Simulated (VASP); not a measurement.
Input of a VASP 6.6.1 run:

INCAR

```
  ALGO = Normal
  EDIFF = 1E-6
  ENCUT = 520
  GGA = PE
  ISIF = 2
  ISMEAR = 0
  LASPH = T
  LCHARG = T
  LELF = T
  LREAL = F
  LVHAR = T
  LWAVE = F
  NBANDS = 24
  NELM = 100
  PREC = Accurate
  SIGMA = 0.05
```

Contents of KPOINTS:

```
k-points
0
Gamma
  6 6 6
```

File POSCAR:

```
KMgF3
1.0
    4.3047720000      0.0000000000      0.0000000000
    0.0000000000      4.3047720000      0.0000000000
    0.0000000000      0.0000000000      4.3047720000
K Mg F
1 1 3
Direct
    0.5000000000      0.5000000000      0.5000000000
    0.0000000000      0.0000000000      0.0000000000
    0.5000000000      0.0000000000      0.0000000000
    0.0000000000      0.5000000000      0.0000000000
    0.0000000000      0.0000000000      0.5000000000
```

Potentials or basis: VASP PAW PBE potentials, release 64 (K_sv, Mg, F).

Command:

```sh
$ cat potpaw_PBE.64/K_sv/POTCAR potpaw_PBE.64/Mg/POTCAR potpaw_PBE.64/F/POTCAR > POTCAR
$ mpirun -np 1 vasp_std > vasp.out
```

Predict the pressure.

-8.4 GPa.

Predict the band gap on the k mesh.

5.76 eV (least direct gap 6.06 eV).

Caveat: the cell differs from its parent crystal (strain +0.080 along x and y, +0.080 along z); the cell stands under tension. A k mesh can miss the band edges.
